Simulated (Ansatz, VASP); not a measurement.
## Two plane-wave programs on HfN

File INCAR:

```
SYSTEM = HfN
  PREC = Accurate
  ENCUT = 600
  EDIFF = 1E-7
  ISMEAR = -1
  SIGMA = 0.1
  LREAL = .FALSE.
  LASPH = .TRUE.
  NELM = 100
  ALGO = Normal
  ISIF = 3
  LWAVE = .FALSE.
  LCHARG = .FALSE.
  GGA = PS
  IBRION = 2
  NSW = 100
  EDIFFG = -0.002
```

The input KPOINTS:

```
regular mesh
0
G
  18 18 18
  0 0 0
```

POSCAR

```
HfN
1.0
    0.0000000000      2.2560000000      2.2560000000
    2.2560000000      0.0000000000      2.2560000000
    2.2560000000      2.2560000000      0.0000000000
Hf N
1 1
Direct
    0.0000000000      0.0000000000      0.0000000000
    0.5000000000      0.5000000000      0.5000000000
```

Input for Ansatz:

```yaml
crystal:
  lattice:
    - [0.0, 2.256, 2.256]
    - [2.256, 0.0, 2.256]
    - [2.256, 2.256, 0.0]
  atoms:
    - { symbol: Hf, position: [0.0, 0.0, 0.0] }
    - { symbol: "N", position: [0.5, 0.5, 0.5] }
kpoints:
  mp_grid: { grid: [18, 18, 18] }
scf:
  occupations: { method: fermi_dirac, width: 0.1 }
hamiltonian:
  xc: pbesol
  pseudopotentials: { kind: paw }
relax:
  f_tol: 0.002
  max_steps: 80
  cell: {}
output:
  forces: true
  stress: true
  write_density: true
  write_potential: true
  elf: true
  volumetric_format: npy
```

Alike in both runs: task relaxation of cell and atoms; functional PBEsol; k mesh 18 × 18 × 18; occupations fermi-dirac, width 0.1 eV; no spin polarisation.

|  | VASP | Ansatz |
| --- | --- | --- |
| version | VASP 6.6.1 | Ansatz 0.2.0 |
| potentials or method | VASP PAW PBE potentials, release 64 (Hf_pv, N) | PAW with Ansatz's default frozen-core files, scalar-relativistic |
| plane-wave cutoff (eV) | 600 | 420 |
| valence electrons in the cell | 15 | 31 |

```csv
,VASP,Ansatz,Ansatz less VASP
relaxed volume (Å³/atom),11.31,11.41,+0.092
relaxed length of the cell vector where the two differ most in proportion (Å),3.175,3.183,+0.0086
```

VASP's potentials were made for PBE, not for PBEsol. VASP's potentials hold 15 valence electrons a cell and Ansatz's 31, so a difference there can come from the potentials and not from the codes.

Spin-orbit coupling is off throughout.
